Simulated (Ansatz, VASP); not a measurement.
# One calculation of AlN, two programs

INCAR

```
  PREC = Accurate
  ENCUT = 520
  EDIFF = 1E-6
  ISMEAR = -1
  SIGMA = 0.02
  LREAL = False
  LASPH = True
  NELM = 100
  ALGO = Normal
  ISIF = 2
  LWAVE = False
  LCHARG = False
  GGA = PE
  NBANDS = 16
```

KPOINTS

```
regular mesh
0
Gamma
  12 12 4
```

File POSCAR:

```
AlN
1.0
    3.1130000000      0.0518833333      0.0518833333
   -1.5115676667      2.6699983333      0.0189906667
    0.0830166667      0.0830166667      4.9810000000
Al N
2 2
Direct
    0.3333333333      0.6666666667      0.0000000000
    0.6666666667      0.3333333333      0.5000000000
    0.3333333333      0.6666666667      0.3800000000
    0.6666666667      0.3333333333      0.8800000000
```

Input for Ansatz:

```yaml
crystal:
  lattice:
    - [3.113, 0.05188333333333332, 0.05188333333333332]
    - [-1.5115676666666666, 2.669998333333333, 0.01899066666666666]
    - [0.08301666666666664, 0.08301666666666664, 4.981]
  atoms:
    - { symbol: Al, position: [0.3333333333333333, 0.6666666666666666, 0.0] }
    - { symbol: Al, position: [0.6666666666666666, 0.3333333333333333, 0.5] }
    - { symbol: "N", position: [0.3333333333333333, 0.6666666666666666, 0.38] }
    - { symbol: "N", position: [0.6666666666666666, 0.3333333333333333, 0.88] }
basis:
  ecutwfc: 450.0
kpoints:
  mp_grid:
    grid: [12, 12, 4]
hamiltonian:
  xc: pbe
scf:
  max_iter: 90
  occupations:
    method: fermi_dirac
    width: 0.02
output:
  stress: true
```

Alike in both runs: task single point; functional PBE; k mesh 12 × 12 × 4; occupations fermi-dirac, width 0.02 eV; no spin polarisation.

|  | VASP | Ansatz |
| --- | --- | --- |
| version | VASP 6.6.1 | Ansatz 0.2.0 |
| potentials or method | VASP PAW PBE potentials, release 64 (Al, N), cutoff 520 eV | plane waves, PAW |
| valence electrons in the cell | 16 | 16 |

Ansatz gave:

| Quantity | Value |
| --- | --- |
| pressure (GPa) | 4.1 |
| traceless stress, the component that is largest in VASP (GPa) | -5.86 |

Q: Estimate VASP's values.

A: Pressure (GPa): 3.8; traceless stress, the component that is largest in VASP (GPa): -5.90.
